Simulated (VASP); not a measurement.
# NbSb (P4/nmm) in VASP: further runs

NbSb is run at these levels: PBE; tasks: single point, relaxation of cell and atoms.

Everything below comes from runs of VASP 6.6.1. Logs are shortened: lines on timing, memory, paths and dates and some standing lists are left out, and cuts for length are marked.

## 1. The cell of the first run

The structure is tetragonal, space group P4/nmm (No. 129). The conventional cell has a = 3.610 Å, b = 3.610 Å, c = 6.416 Å, α = 90.00°, β = 90.00°, γ = 90.00°. Nb (site symmetry 4mm) has 6 Sb at 2.84 to 3.42 Å and 8 Nb at 3.10 to 3.61 Å within 3.7 Å. Sb (site symmetry 4mm) has 6 Nb at 2.84 to 3.42 Å and 8 Sb at 3.35 to 3.61 Å within 3.7 Å.

The cell was generated, and may not be a known phase.

## 2. Single point, PBE

The input, INCAR:

```
SYSTEM = NbSb
PREC = Accurate
ENCUT = 520
EDIFF = 1E-6
ISMEAR = 0
SIGMA = 0.1
LREAL = .False.
LASPH = .True.
NELM = 60
ALGO = Normal
ISIF = 2
LWAVE = .False.
LCHARG = .False.
GGA = PE
NBANDS = 26
```

The input, KPOINTS:

```
regular mesh
0
Gamma
  4 4 4
  0 0 0
```

The input, POSCAR:

```
NbSb
1.0
    3.6104758812      0.0000000000      0.0000000000
    0.0000000000      3.6104758812      0.0000000000
    0.0000000000      0.0000000000      6.4164515457
Nb Sb
2 2
Direct
    0.5000000000      0.0000000000      0.8632371901
    0.0000000000      0.5000000000      0.1367628099
    0.5000000000      0.0000000000      0.3305710192
    0.0000000000      0.5000000000      0.6694289808
```

Potentials or basis: VASP PAW PBE potentials, release 64 (Nb_sv, Sb).

Started as:

```console
cat potpaw_PBE.64/Nb_sv/POTCAR potpaw_PBE.64/Sb/POTCAR > POTCAR
mpirun -np 1 vasp_std > vasp.out
```

OUTCAR:

```text
SYSTEM = NbSb
   PREC = Accurate
   ENCUT = 520
   EDIFF = 1E-6
   ISMEAR = 0
   LREAL = .False.
   LASPH = .True.
   NELM = 60
   ISIF = 2
   GGA = PE

 ion  position               nearest neighbor table
   1  0.500  0.000  0.863-   4 2.84   4 2.84   4 2.84   4 2.84   3 3.00
   2  0.000  0.500  0.137-   3 2.84   3 2.84   3 2.84   3 2.84   4 3.00
   3  0.500  0.000  0.331-   2 2.84   2 2.84   2 2.84   2 2.84   1 3.00   4 3.35   4 3.35   4 3.35
                             4 3.35
   4  0.000  0.500  0.669-   1 2.84   1 2.84   1 2.84   1 2.84   2 3.00   3 3.35   3 3.35   3 3.35
                             3 3.35

  LATTYP: Found a simple tetragonal cell.
 ALAT       =     3.6104758812
 C/A-ratio  =     1.7771761277

  Lattice vectors:

 A1 = (   3.6104758812,   0.0000000000,   0.0000000000)
 A2 = (   0.0000000000,   3.6104758812,   0.0000000000)
 A3 = (   0.0000000000,   0.0000000000,   6.4164515457)

Analysis of symmetry for initial positions (statically):
=====================================================================
 Subroutine PRICEL returns:
 Original cell was already a primitive cell.

 Routine SETGRP: Setting up the symmetry group for a
 simple tetragonal supercell.

 Subroutine GETGRP returns: Found 16 space group operations
 (whereof  8 operations were pure point group operations)
 out of a pool of 16 trial point group operations.

The static configuration has the point symmetry D_2d.
 The point group associated with its full space group is D_4h.

Analysis of symmetry for dynamics (positions and initial velocities):
=====================================================================
 Subroutine PRICEL returns:
 Original cell was already a primitive cell.

 Routine SETGRP: Setting up the symmetry group for a
 simple tetragonal supercell.

 Subroutine GETGRP returns: Found 16 space group operations
 (whereof  8 operations were pure point group operations)
 out of a pool of 16 trial point group operations.

The dynamic configuration has the point symmetry D_2d.
 The point group associated with its full space group is D_4h.

 Subroutine INISYM returns: Found 16 space group operations
 (whereof  8 operations are pure point group operations),
 and found     1 'primitive' translations

----------------------------------------------------------------------------------------

                                     Primitive cell

  volume of cell :      83.6419

  direct lattice vectors                    reciprocal lattice vectors
     3.610475881  0.000000000  0.000000000     0.276971799  0.000000000  0.000000000
     0.000000000  3.610475881  0.000000000     0.000000000  0.276971799  0.000000000
     0.000000000  0.000000000  6.416451546     0.000000000  0.000000000  0.155849381

  length of vectors
     3.610475881  3.610475881  6.416451546     0.276971799  0.276971799  0.155849381

  position of ions in fractional coordinates (direct lattice)
     0.500000000  0.000000000  0.863237190
     0.000000000  0.500000000  0.136762810
     0.500000000  0.000000000  0.330571019
     0.000000000  0.500000000  0.669428981

  ion indices of the primitive-cell ions
   primitive index   ion index
                 1           1
                 2           2
                 3           3
                 4           4

----------------------------------------------------------------------------------------

 KPOINTS: regular mesh

Automatic generation of k-mesh.
 Grid dimensions read from file:
 generate k-points for:    4    4    4

 Generating k-lattice:

  Cartesian coordinates                     Fractional coordinates (reciprocal lattice)
     0.069242950  0.000000000  0.000000000     0.250000000  0.000000000  0.000000000
     0.000000000  0.069242950  0.000000000     0.000000000  0.250000000  0.000000000
     0.000000000  0.000000000  0.038962345     0.000000000  0.000000000  0.250000000

  Length of vectors
     0.069242950  0.069242950  0.038962345

  Shift w.r.t. Gamma in fractional coordinates (k-lattice)
     0.000000000  0.000000000  0.000000000

 Subroutine IBZKPT returns following result:
 ===========================================

 Found     18 irreducible k-points:

 Following reciprocal coordinates:
            Coordinates               Weight
  0.000000  0.000000  0.000000      1.000000
  0.250000  0.000000  0.000000      4.000000
  0.500000  0.000000  0.000000      2.000000
  0.250000  0.250000  0.000000      4.000000
  0.500000  0.250000  0.000000      4.000000
  0.500000  0.500000  0.000000      1.000000
[... 10 lines left out ...]
  0.500000  0.250000  0.500000      4.000000
  0.500000  0.500000  0.500000      1.000000
   k-points           NKPTS =     18   k-points in BZ     NKDIM =     18   number of bands    NBANDS=     26
   number of dos      NEDOS =    301   number of ions     NIONS =      4
   total plane-waves  NPLWV =  37632
   dimension x,y,z NGX =    28 NGY =   28 NGZ =   48
   dimension x,y,z NGXF=    56 NGYF=   56 NGZF=   96
   ions per type =               2   2
   NGX,Y,Z   is equivalent  to a cutoff of  12.89, 12.89, 12.44 a.u.
   NGXF,Y,Z  is equivalent  to a cutoff of  25.79, 25.79, 24.87 a.u.
 SYSTEM =  NbSb
   PREC   = accura    normal or accurate (medium, high low for compatibility)
   ISTART =      0    job   : 0-new  1-cont  2-samecut
   ICHARG =      2    charge: 1-file 2-atom 10-const
   ISPIN  =      1    spin polarized calculation?
   LNONCOLLINEAR =      F non collinear calculations
   LSORBIT =      F    spin-orbit coupling
   LASPH  =      T    aspherical Exc in radial PAW
   ENCUT  =  520.0 eV  38.22 Ry    6.18 a.u.   6.71  6.71 11.93*2*pi/ulx,y,z
   NELM   =     60;   NELMIN=  2; NELMDL= -5     # of ELM steps
   EDIFF  = 0.1E-05   stopping-criterion for ELM
   LREAL  =      F    real-space projection
   EDIFFG = 0.1E-04   stopping-criterion for IOM
   NSW    =      0    number of steps for IOM
   IBRION =     -1    ionic relax: 0-MD 1-quasi-New 2-CG
   NFREE  =      0    steps in history (QN), initial steepest desc. (CG)
   ISIF   =      2    stress and relaxation
   ISYM   =      2    0-nonsym 1-usesym 2-fastsym
   POTIM  = 0.5000    time-step for ionic-motion
   TEBEG  =    0.0;   TEEND  =   0.0 temperature during run
   PSTRESS=    0.0 pullay stress
   NELECT =      36.0000    total number of electrons
   NUPDOWN=      -1.0000    fix difference up-down
   EMIN   =  10.00;   EMAX   =-10.00  energy-range for DOS
   EFERMI =   0.00;   METHOD = LEGACY
   ISMEAR =     0;   SIGMA  =   0.10  broadening in eV -4-tet -1-fermi 0-gaus
   EFERMI_NEDOS =   21; number of points for ismear=-14 and -15
   IALGO  =     38    algorithm
   IMIX   =      4    mixing-type and parameters
     AMIX     =   0.40;   BMIX     =  1.00
     AMIX_MAG =   1.60;   BMIX_MAG =  1.00
  volume/ion in A,a.u.               =      20.91       141.11
  Fermi-wavevector in a.u.,A,eV,Ry     =   1.236045  2.335787 20.787090  1.527808
  Thomas-Fermi vector in A             =   2.370670
   LORBIT       =      0    0 simple, 1 ext, 2 COOP (PROOUT), +10 PAW based schemes
   GGA     = PE    functional components
   LHFCALC =     F    Hartree Fock is set to
   AEXX    =    0.0000 exact exchange contribution
   IVDW    =     0    specifies the selected vdW correction
   LEPSILON=     F    determine dielectric tensor
   LRPA    =     F    only Hartree local field effects (RPA)
 non-spin polarized calculation
 Gauss-broadening in eV      SIGMA  =   0.10
  energy-cutoff  :      520.00
  volume of cell :       83.64
 maximum number of plane-waves:      2276
 NGX is ok and might be reduce to    28
   NGX = 13   NGY = 13   NGZ = 23

 number of electron      35.9999998 magnetization

 Free energy of the ion-electron system (eV)
  ---------------------------------------------------
  ext. energy  EPLUGINS =         0.00000000
  ---------------------------------------------------
  free energy    TOTEN  =       -29.47918528 eV

  energy without entropy =      -29.46416197  energy(sigma->0) =      -29.47167363

 E-fermi :  10.5867     XC(G=0): -11.5186

 val. band max:       10.5711970922   @ k =   0.2500   0.0000   0.2500
 cond. band min:      10.5940968684   @ k =   0.2500   0.2500   0.0000
 fundamental gap:      0.0228997762
 Fermi energy:        10.5866665594

 k-point     1 :       0.0000    0.0000    0.0000
  band No.  band energies     occupation
      1     -44.4131      2.00000
      2     -44.3326      2.00000
      3     -20.5453      2.00000
      4     -20.5282      2.00000
      5     -20.5282      2.00000
      6     -20.3416      2.00000
[... 18 lines left out ...]
     25      14.2891      0.00000
     26      15.9863      0.00000

 k-point     2 :       0.2500    0.0000    0.0000
  band No.  band energies     occupation
      1     -44.3982      2.00000
      2     -44.3413      2.00000
      3     -20.6088      2.00000
      4     -20.5758      2.00000
      5     -20.4884      2.00000
      6     -20.3237      2.00000
[... 18 lines left out ...]
     25      14.7035      0.00000
     26      15.4801      0.00000

 k-point     3 :       0.5000    0.0000    0.0000
  band No.  band energies     occupation
      1     -44.3667      2.00000
      2     -44.3667      2.00000
      3     -20.6475      2.00000
      4     -20.6475      2.00000
      5     -20.4002      2.00000
      6     -20.4002      2.00000
[... 18 lines left out ...]
     25      15.6622      0.00000
     26      15.6622      0.00000

 k-point     4 :       0.2500    0.2500    0.0000
  band No.  band energies     occupation
      1     -44.3869      2.00000
      2     -44.3466      2.00000
      3     -20.5982      2.00000
      4     -20.5954      2.00000
      5     -20.5342      2.00000
      6     -20.3737      2.00000
[... 18 lines left out ...]
     25      15.6558      0.00000
     26      16.2511      0.00000
[... 322 lines left out ...]
      1     -44.3868      2.00000
      2     -44.3466      2.00000
      3     -20.5977      2.00000
      4     -20.5955      2.00000
      5     -20.5360      2.00000
      6     -20.3714      2.00000
[... 18 lines left out ...]
     25      14.2298      0.00000
     26      14.9642      0.00000

 k-point    17 :       0.5000    0.2500    0.5000
  band No.  band energies     occupation
      1     -44.3637      2.00000
      2     -44.3637      2.00000
      3     -20.6438      2.00000
      4     -20.6438      2.00000
      5     -20.4432      2.00000
      6     -20.4432      2.00000
[... 18 lines left out ...]
     25      15.1129      0.00000
     26      15.1129      0.00000

 k-point    18 :       0.5000    0.5000    0.5000
  band No.  band energies     occupation
      1     -44.3606      2.00000
      2     -44.3606      2.00000
      3     -20.6670      2.00000
      4     -20.6670      2.00000
      5     -20.4188      2.00000
      6     -20.4188      2.00000
[... 18 lines left out ...]
     25      14.8525      0.00000
     26      14.8526      0.00000

------------------------ aborting loop because EDIFF is reached ----------------------------------------

  FORCE on cell =-STRESS in cart. coord.  units (eV):
  Direction    XX          YY          ZZ          XY          YZ          ZX
  --------------------------------------------------------------------------------------
  -------------------------------------------------------------------------------------
  Total       -0.2110091     -0.2110091      0.0807898      0.0000000     -0.0000000      0.0000000
  in kB       -4.0419221     -4.0419221      1.5475445      0.0000000     -0.0000000      0.0000000
  external PRESSURE =      -2.1787665 kB  Pullay stress =       0.0000000 kB

 VOLUME and BASIS-vectors are now :
 -----------------------------------------------------------------------------
  energy-cutoff  :      520.00
  volume of cell :       83.64
      direct lattice vectors                 reciprocal lattice vectors
     3.610475881  0.000000000  0.000000000     0.276971799  0.000000000  0.000000000
     0.000000000  3.610475881  0.000000000     0.000000000  0.276971799  0.000000000
     0.000000000  0.000000000  6.416451546     0.000000000  0.000000000  0.155849381

 POSITION                                       TOTAL-FORCE (eV/Angst)
 -----------------------------------------------------------------------------------
      1.80524      0.00000      5.53892         0.000000      0.000000     -0.027366
      0.00000      1.80524      0.87753         0.000000      0.000000      0.027366
      1.80524      0.00000      2.12109         0.000000      0.000000      0.003258
      0.00000      1.80524      4.29536        -0.000000      0.000000     -0.003258
 -----------------------------------------------------------------------------------
    total drift:                                0.000000      0.000000      0.000000

  FREE ENERGIE OF THE ION-ELECTRON SYSTEM (eV)
  ---------------------------------------------------
  free  energy   TOTEN  =       -29.4791852823 eV

  energy  without entropy=      -29.4641619696  energy(sigma->0) =      -29.47167363
```

Wall time 35 s (1 thread of Intel Xeon Platinum 8259CL at 2.50GHz (Skylake/Cascade Lake), shared host); peak memory 0.2 GiB.

Results:

* Free energy: -29.4792 eV
* Pressure: -0.2 GPa
* Largest force: 0.027 eV/Å
* Band gap on the k mesh: zero (bands 18 and 19 overlap by 0.05 eV)

Forces in eV/Å, atoms in the order of the input:
```
Nb   0.000  0.000 -0.027
Nb   0.000  0.000  0.027
Sb   0.000  0.000  0.003
Sb   0.000  0.000 -0.003
```

Caveat: the k points lie up to 0.44 Å⁻¹ apart; spin-orbit coupling is left out, which moves the levels of the heavy elements.

## 3. Single point, PBE

This run uses another cell than the first one, of 25.43 Å³/atom.

The input, INCAR:

```
PREC = Accurate ; ENCUT = 520
EDIFF = 1E-7 ; ISMEAR = 0
SIGMA = 0.1 ; LREAL = False
LASPH = True ; NELM = 80
ALGO = Normal ; ISIF = 2
LWAVE = False ; LCHARG = False
GGA = PE ; NBANDS = 26
```

The input, KPOINTS:

```
regular mesh
0
Gamma
  4 4 4
```

The input, POSCAR:

```
NbSb
1.0
    4.6808270900      0.0000000000      0.0000000000
    0.0000000000      4.6808270900      0.0000000000
    0.0000000000      0.0000000000      4.6433447700
Nb Sb
2 2
Direct
    0.5000000000      0.0000000000      0.8773630700
    0.0000000000      0.5000000000      0.1226369300
    0.5000000000      0.0000000000      0.3673094700
    0.0000000000      0.5000000000      0.6326905300
```

Potentials or basis: VASP PAW PBE potentials, release 64 (Nb_sv, Sb).

Started as:

```console
cat potpaw_PBE.64/Nb_sv/POTCAR potpaw_PBE.64/Sb/POTCAR > POTCAR
mpirun -np 1 vasp_std > vasp.out
```

OUTCAR:

```text
PREC = Accurate
   ENCUT = 520
   EDIFF = 1E-7
   ISMEAR = 0
   LREAL = False
   LASPH = True
   NELM = 80
   ISIF = 2
   GGA = PE

 ion  position               nearest neighbor table
   1  0.500  0.000  0.877-   3 2.27   3 2.37
   2  0.000  0.500  0.123-   4 2.27   4 2.37
   3  0.500  0.000  0.367-   1 2.27   1 2.37   4 3.53   4 3.53   4 3.53   4 3.53
   4  0.000  0.500  0.633-   2 2.27   2 2.37   3 3.53   3 3.53   3 3.53   3 3.53

  LATTYP: Found a simple tetragonal cell.
 ALAT       =     4.6808270900
 C/A-ratio  =     0.9919923724
[... 713 lines left out ...]
  Direction    XX          YY          ZZ          XY          YZ          ZX
  --------------------------------------------------------------------------------------
  -------------------------------------------------------------------------------------
  Total       -8.7950186     -8.7950186     65.7164524      0.0000000      0.0000000     -0.0000000
  in kB     -138.5068383   -138.5068383   1034.9242527      0.0000000      0.0000000     -0.0000000
  external PRESSURE =     252.6368587 kB  Pullay stress =       0.0000000 kB

 VOLUME and BASIS-vectors are now :
 -----------------------------------------------------------------------------
  energy-cutoff  :      520.00
  volume of cell :      101.74
      direct lattice vectors                 reciprocal lattice vectors
     4.680827090  0.000000000  0.000000000     0.213637458  0.000000000  0.000000000
     0.000000000  4.680827090  0.000000000     0.000000000  0.213637458  0.000000000
     0.000000000  0.000000000  4.643344770     0.000000000  0.000000000  0.215361996

 POSITION                                       TOTAL-FORCE (eV/Angst)
 -----------------------------------------------------------------------------------
      2.34041      0.00000      4.07390         0.000000     -0.000000     -1.542296
      0.00000      2.34041      0.56945        -0.000000     -0.000000      1.542296
      2.34041      0.00000      1.70554         0.000000      0.000000      1.148373
      0.00000      2.34041      2.93780         0.000000     -0.000000     -1.148373
 -----------------------------------------------------------------------------------
    total drift:                                0.000000      0.000000      0.000000

  FREE ENERGIE OF THE ION-ELECTRON SYSTEM (eV)
  ---------------------------------------------------
  free  energy   TOTEN  =       -20.7446091361 eV

  energy  without entropy=      -20.7245153659  energy(sigma->0) =      -20.73456225
```

OSZICAR:

```text
N       E                     dE             d eps       ncg     rms          rms(c)
DAV:   1     0.358790127722E+03    0.35879E+03   -0.17599E+04   944   0.128E+03
DAV:   2     0.998347856281E+01   -0.34881E+03   -0.33828E+03  1226   0.448E+02
DAV:   3    -0.190337438403E+02   -0.29017E+02   -0.28283E+02  1624   0.101E+02
DAV:   4    -0.219406124818E+02   -0.29069E+01   -0.28745E+01  1464   0.281E+01
DAV:   5    -0.220417633730E+02   -0.10115E+00   -0.10105E+00  1552   0.455E+00    0.112E+01
DAV:   6    -0.209101227934E+02    0.11316E+01   -0.31067E+00  1422   0.122E+01    0.463E+00
DAV:   7    -0.207649657495E+02    0.14516E+00   -0.44041E-01  1356   0.391E+00    0.300E+00
DAV:   8    -0.207434507516E+02    0.21515E-01   -0.12883E-01  1420   0.237E+00    0.732E-01
DAV:   9    -0.207443800464E+02   -0.92929E-03   -0.19705E-02  1404   0.100E+00    0.311E-01
DAV:  10    -0.207445932066E+02   -0.21316E-03   -0.22310E-03  1280   0.336E-01    0.115E-01
DAV:  11    -0.207446009852E+02   -0.77786E-05   -0.31497E-04  1404   0.157E-01    0.254E-02
DAV:  12    -0.207446134853E+02   -0.12500E-04   -0.32959E-05  1306   0.482E-02    0.165E-02
DAV:  13    -0.207446103068E+02    0.31786E-05   -0.30688E-06  1336   0.199E-02    0.634E-03
DAV:  14    -0.207446094153E+02    0.89146E-06   -0.57316E-07  1254   0.585E-03    0.155E-03
DAV:  15    -0.207446091782E+02    0.23716E-06   -0.49522E-08   612   0.201E-03    0.508E-04
DAV:  16    -0.207446091361E+02    0.42058E-07   -0.17701E-08   560   0.151E-03
   1 F= -.20744609E+02 E0= -.20734562E+02  d E =-.200938E-01
```

Wall time 46 s (1 thread of Intel Xeon Platinum 8259CL at 2.50GHz (Skylake/Cascade Lake), shared host); peak memory 0.22 GiB.

Results:

```
Free energy            : -20.7446 eV
Pressure               : 25.3 GPa
Largest force          : 1.542 eV/Å
Band gap on the k mesh : zero (bands 18 and 19 overlap by 0.93 eV)
```

Forces in eV/Å, atoms in the order of the input:
```
Nb   0.000  0.000 -1.542
Nb   0.000  0.000  1.542
Sb   0.000  0.000  1.148
Sb   0.000  0.000 -1.148
```

Caveat: the stress differs along the axes, from -14 to 103 GPa; spin-orbit coupling is left out, which moves the levels of the heavy elements; forces of over 1 eV/Å act on the atoms, so gaps and moduli don't describe the material at rest.

(Continued in part 2 of 2.)

The gap in the log of VASP goes by the Fermi energy; the results here count the filled bands.